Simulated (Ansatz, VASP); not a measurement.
**Two plane-wave programs on ZrF3**

Contents of INCAR:

```
SYSTEM = ZrF3
  PREC = Accurate
  ENCUT = 520
  EDIFF = 1E-6
  ISMEAR = 0
  SIGMA = 0.0765
  LREAL = .False.
  LASPH = .True.
  NELM = 100
  ALGO = Normal
  ISIF = 2
  LWAVE = .False.
  LCHARG = .False.
  GGA = PE
  NBANDS = 43
```

The input KPOINTS:

```
Automatic mesh
0
Gamma
  8 8 8
  0 0 0
```

Contents of POSCAR:

```
ZrF3
1.0
    5.1476480000      0.0000000000      0.0000000000
   -2.5738240000      4.4579960000      0.0000000000
   -2.5738240000      1.4859990000      4.6162700000
Zr F
2 6
Direct
    0.0000000000      0.0000000000      0.0000000000
    0.5000000000      0.5000000000      0.5000000000
    0.8523000000      0.3523000000      0.7500000000
    0.6477000000      0.7500000000      0.7500000000
    0.2500000000      0.1477000000      0.7500000000
    0.1477000000      0.6477000000      0.2500000000
    0.3523000000      0.2500000000      0.2500000000
    0.7500000000      0.8523000000      0.2500000000
```

Input for Ansatz:

```yaml
crystal:
  lattice:
    - [5.147648, 0.0, 0.0]
    - [-2.573824, 4.457996, 0.0]
    - [-2.573824, 1.485999, 4.61627]
  atoms:
    - { symbol: Zr, position: [0.0, 0.0, 0.0] }
    - { symbol: Zr, position: [0.5, 0.5, 0.5] }
    - { symbol: F, position: [0.8523, 0.3523, 0.75] }
    - { symbol: F, position: [0.6477, 0.75, 0.75] }
    - { symbol: F, position: [0.25, 0.1477, 0.75] }
    - { symbol: F, position: [0.1477, 0.6477, 0.25] }
    - { symbol: F, position: [0.3523, 0.25, 0.25] }
    - { symbol: F, position: [0.75, 0.8523, 0.25] }
  symmetry: { tolerance: 0.0003 }
kpoints:
  mp_grid: { grid: [8, 8, 8], shift: [0, 0, 0] }
  band_path:
    path:
      - [0.0, 0.0, 0.0]
      - [0.0, 0.0, 0.5]
      - [0.52850328, -0.26425164, 0.23574836]
      - [0.73574836, -0.47149672, -0.23574836]
      - [0.5, 0.0, 0.0]
      - [0.0, 0.0, 0.0]
      - [0.73574836, -0.36787418, -0.36787418]
      - [0.63212582, -0.36787418, 0.0]
      - [0.5, -0.5, 0.0]
      - [0.0, 0.0, 0.0]
    npoints: 6
magnetization:
  spin_polarized: false
scf:
  occupations: { method: gaussian, width: 0.0765 }
  lower_state_search: "off"
  max_iter: 200
hamiltonian:
  pseudopotentials: { kind: paw }
  xc: pbe
basis:
  ecutwfc: 420
  fft_grid_basis: typed
output:
  forces: true
  stress: true
  eigenvalues: true
  bader: true
  populations: true
  elf: true
  write_potential: true
  volumetric_format: npy
  dos:
    e_range: [-12, 8]
    de: 0.05
    projected: { site_lists: { F: [F], Zr: [Zr] } }
checkpoint:
  read: saved_state
```

Alike in both runs: task single point; functional PBE; k mesh 8 × 8 × 8; occupations gaussian, width 0.0765 eV; no spin polarisation.

|  | VASP | Ansatz |
| --- | --- | --- |
| version | VASP 6.6.1 | Ansatz 0.2.0 |
| potentials or method | VASP PAW PBE potentials, release 64 (Zr_sv, F), cutoff 520 eV | PAW plane waves |
| valence electrons in the cell | 66 | 66 |

VASP gave:

* rms of the force components (eV/Å): 0.725

Problem. Estimate Ansatz's values.

Solution. rms of the force components (eV/Å): 0.708.

Atom by atom the forces differ by 0.016 eV/Å (rms over components). Ansatz's warnings: structure snapped to symmetry.
